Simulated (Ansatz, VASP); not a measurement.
**One calculation of CoO, two programs**

```
CELL_PARAMETERS angstrom
1.60222 0.92504 2.56647
-1.60222 0.92504 2.56647
0.00000 -1.85008 2.56647
ATOMIC_POSITIONS crystal
Co 0.99898 0.99898 0.99898
O 0.75102 0.75102 0.75102
```

Alike in both runs: task relaxation of cell and atoms; functional PBE; k mesh 10 × 10 × 10; occupations fermi-dirac, width 0.05 eV; collinear spin.

|  | VASP | Ansatz |
| --- | --- | --- |
| version | VASP 6.6.1 | Ansatz 0.2.0 |
| potentials or method | VASP PAW PBE potentials, release 64 (Co, O) | Ansatz PAW |
| plane-wave cutoff (eV) | 600 | 420 |
| valence electrons in the cell | 15 | 23 |

VASP gave:

```
gap on the k mesh at the Fermi level, each at its own relaxed structure (eV) : none
net moment per atom (μB)                                                     : 1.36
size of the moment on the site where the two differ most (μB)                : 2.35
relaxed volume (Å³/atom)                                                     : 11.36
relaxed cell length with the largest relative difference (Å)                 : 3.176
```

What did Ansatz give for the same quantities?

gap on the k mesh at the Fermi level, each at its own relaxed structure (eV): none; net moment per atom (μB): 1.38; size of the moment on the site where the two differ most (μB): 2.22; relaxed volume (Å³/atom): 11.39; relaxed cell length with the largest relative difference (Å): 3.181.

Site moments also hang on the region over which each program counts them. A gap of «none» marks a metal or a gap that the smearing closes. VASP's potentials hold 15 valence electrons a cell and Ansatz's 23, so a difference there can come from the potentials and not from the codes.

Noted on Ansatz's run: the plane-wave basis is chosen anew once the cell has moved, so the energies of steps on either side of that aren't comparable.
